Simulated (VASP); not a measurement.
Here is a VASP 6.6.1 calculation.

The input INCAR:

```
SYSTEM = SrWN2
ALGO = Normal
EDIFF = 1E-6
ENCUT = 520
GGA = PE
ISIF = 2
ISMEAR = 0
LASPH = .True.
LCHARG = .True.
LELF = .True.
LREAL = .False.
LVHAR = .True.
LWAVE = .False.
NBANDS = 25
NELM = 100
PREC = Accurate
SIGMA = 0.1
```

File KPOINTS:

```
k-points
0
Gamma
  6 6 6
  0 0 0
```

Contents of POSCAR:

```
SrWN2
1.0
    1.6126207567      0.9310470280      6.7906610789
   -1.6126207567      0.9310470280      6.7906610789
    0.0000000000     -1.8620940560      6.7906610789
Sr W N
1 1 2
Direct
    0.0000000000      0.0000000000      0.0000000000
    0.5000000000      0.5000000000      0.5000000000
    0.8816583915      0.8816583915      0.8816583915
    0.1183416085      0.1183416085      0.1183416085
```

Potentials or basis: VASP PAW PBE potentials, release 64 (Sr_sv, W_sv, N).

The run is started by

```console
$ cat potpaw_PBE.64/Sr_sv/POTCAR potpaw_PBE.64/W_sv/POTCAR potpaw_PBE.64/N/POTCAR > POTCAR
$ mpirun -np 1 vasp_std > vasp.out
```

Task: Estimate the largest force.

Result: 0.020 eV/Å.

Task: Estimate the pressure.

Result: 0.7 GPa.

Task: What does it give for the band gap on the k mesh?

Result: Zero (bands 17 and 18 overlap by 0.85 eV).

Forces in eV/Å, atoms in the order of the input:
```
Sr   0.000  0.000  0.000
W    0.000  0.000  0.000
N    0.000  0.000 -0.020
N    0.000  0.000  0.020
```

Caveat: the k points lie up to 0.38 Å⁻¹ apart, too coarse for converged energies and pressures of a metal; spin-orbit coupling is left out, which moves the levels of the heavy elements.
